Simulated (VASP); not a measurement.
A run of VASP 6.6.1 is set up as follows.

INCAR

```
PREC = Accurate
ENCUT = 520
EDIFF = 1E-6
ISMEAR = -1
SIGMA = 0.03
LREAL = False
LASPH = True
NELM = 150
ALGO = Normal
ISIF = 2
LWAVE = False
LCHARG = False
MAGMOM = 0 0 0
LORBIT = 11
LSORBIT = True
GGA_COMPAT = False
LORBMOM = True
LMAXMIX = 4
GGA = PE
NBANDS = 24
```

Contents of KPOINTS:

```
Automatic mesh
0
Gamma
  15 15 15
```

Contents of POSCAR:

```
Nb
1.0
   -1.6639500000      1.6639500000      1.6639500000
    1.6639500000     -1.6639500000      1.6639500000
    1.6639500000      1.6639500000     -1.6639500000
Nb
1
Direct
    0.0000000000      0.0000000000      0.0000000000
```

Potentials or basis: VASP PAW PBE potentials, release 64 (Nb_sv).

The run is started by

```console
$ cat potpaw_PBE.64/Nb_sv/POTCAR > POTCAR
$ mpirun -np 1 vasp_ncl > vasp.out
```

Predict the net moment.

0.00 μB per cell.

What does it give for the pressure?

-2.8 GPa.

Moments on the atoms (μB; x, y, z):
```
Nb  0.00 0.00 0.00
```
